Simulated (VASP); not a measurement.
Write the native input for VASP 6.6.1 that does the following.

```yaml
Task: single point
Functional: PBE
Potentials_or_basis: VASP PAW PBE potentials, release 64 (V_sv, O)
Cutoff: 520 eV
k_mesh: 9 × 9 × 1
Occupations: gaussian, width 0.1 eV
Spin: no spin polarisation
Dipole_correction: yes
Further_INCAR_settings: ALGO = Normal; EDIFF = 1e-07; NBANDS = 37
```

The structure of V4O lies in POSCAR:

```
V4O
1.0
    2.9971751491      0.0000000000      0.0000000000
    0.0000000000      2.9971751491      0.0000000000
    0.0000000000      0.0000000000     21.3333819395
V O
4 1
Direct
    0.5000000000      0.5000000000      0.1874995728
    0.0000000000      0.0000000000      0.2577457053
    0.5000000000      0.5000000000      0.3267158760
    0.0000000000      0.0000000000      0.3906263884
    0.1250000000      0.1250000000      0.5007823874
```

The input as run:

INCAR

```
SYSTEM = V4O
PREC = Accurate ; ENCUT = 520
EDIFF = 1E-7 ; ISMEAR = 0
SIGMA = 0.1 ; LREAL = .False.
LASPH = .True. ; NELM = 60
ALGO = Normal ; ISIF = 2
LWAVE = .False. ; LCHARG = .False.
LDIPOL = .True. ; IDIPOL = 3
DIPOL = 0.5 0.5 0.333 ; GGA = PE
NBANDS = 37
```

KPOINTS

```
regular mesh
0
Gamma
  9 9 1
  0 0 0
```

Potentials or basis: VASP PAW PBE potentials, release 64 (V_sv, O).

The run is started by

```sh
$ cat potpaw_PBE.64/V_sv/POTCAR potpaw_PBE.64/O/POTCAR > POTCAR
$ mpirun -np 1 vasp_std > vasp.out
```

It gave:

```yaml
Largest_force: 4.690 eV/Å
Band_gap_on_the_k_mesh: zero (bands 29 and 30 overlap by 0.70 eV)
```

Caveat: the run has no spin polarisation, though such a crystal can be magnetic.

It took 10 min on 1 thread of Oxide Virtual Turin-like Processor, with other jobs on the host, peak memory 0.33 GiB.
